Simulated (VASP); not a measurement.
Mg3Be:

```xyz
4
Lattice="3.9601 0.0000 0.0000 0.0000 3.9601 0.0000 0.0000 0.0000 3.9601" Properties=species:S:1:pos:R:3 pbc="T T T"
Mg    0.0000    1.9800    1.9800
Mg    1.9800    0.0000    1.9800
Mg    1.9800    1.9800    0.0000
Be    0.0000    0.0000    0.0000
```

- Program: VASP 6.6.1
- Task: relaxation of cell and atoms
- Functional: PBE
- Potentials or basis: VASP PAW PBE potentials, release 64 (Mg, Be)
- Cutoff: 600 eV
- k mesh: 4 × 4 × 4
- Occupations: gaussian, width 0.1 eV
- Spin: no spin polarisation

At the start: pressure 12.6 GPa; volume 15.53 Å³/atom.

Task: How do energy, volume and symmetry change on relaxing?

Result: Over 3 steps the energy falls by 109.3 meV/atom and the volume is 18.84 Å³/atom (+21.3 %); space group Pm-3m (No. 221, to 0.1 Å) before and after.

Step by step:
| step | energy change (eV) | largest force (eV/Å) | pressure (GPa) | volume (Å³) |
| --- | --- | --- | --- | --- |
| 1 | 0.0000 | 0.0000 | 12.63 | 62.10 |
| 2 | -0.4334 | 0.0000 | 0.87 | 73.76 |
| 3 | -0.4371 | 0.0000 | -0.10 | 75.35 |

Final structure:
```
Mg Be
1.0
     4.22372    0.00000    0.00000
     0.00000    4.22372    0.00000
     0.00000    0.00000    4.22372
Mg Be
3 1
Cartesian
  0.0000 2.1119 2.1119
  2.1119 0.0000 2.1119
  2.1119 2.1119 0.0000
  0.0000 0.0000 0.0000
```

Caveat: the k points lie up to 0.37 Å⁻¹ apart in the final cell; the volume moved by over 15 % at a fixed basis, so the end points are rough; the highest band is partly filled, so the run has too few bands.
